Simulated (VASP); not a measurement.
Runs of VASP 6.6.1 on BN (Qingsongite). The structure is that of space group F-43m (No. 216), or close to it. The cells are those of the table. 

```csv
cell,gap on the mesh (eV),pressure (GPa)
"a = 2.603, b = 2.603, c = 2.476 Å, angles 61.6, 61.6, 56.8°, 2 atoms",(b),3.0
"a = 2.571, b = 2.571, c = 2.528 Å, angles 60.5, 60.5, 58.9°, 2 atoms",4.16,3.0
"a = 2.543, b = 2.543, c = 2.585 Å, angles 59.4, 59.4, 61.1°, 2 atoms",(a),3.0
"a = 2.556 Å, angles 60.0°, 2 atoms",4.46,3.0
"a = 2.587, b = 2.587, c = 2.502 Å, angles 61.1, 61.1, 57.8°, 2 atoms",3.88,3.0
```

Alike in all rows: task single point; level PBE; potentials or basis VASP PAW PBE potentials, release 64 (B, N); no spin polarisation; k mesh 10 × 10 × 10; cutoff (eV) 600; smearing gaussian 0.05 eV.

Q: Fill in the values left out.

A: (a) 3.87; (b) 3.59.

A k mesh can miss the band edges.
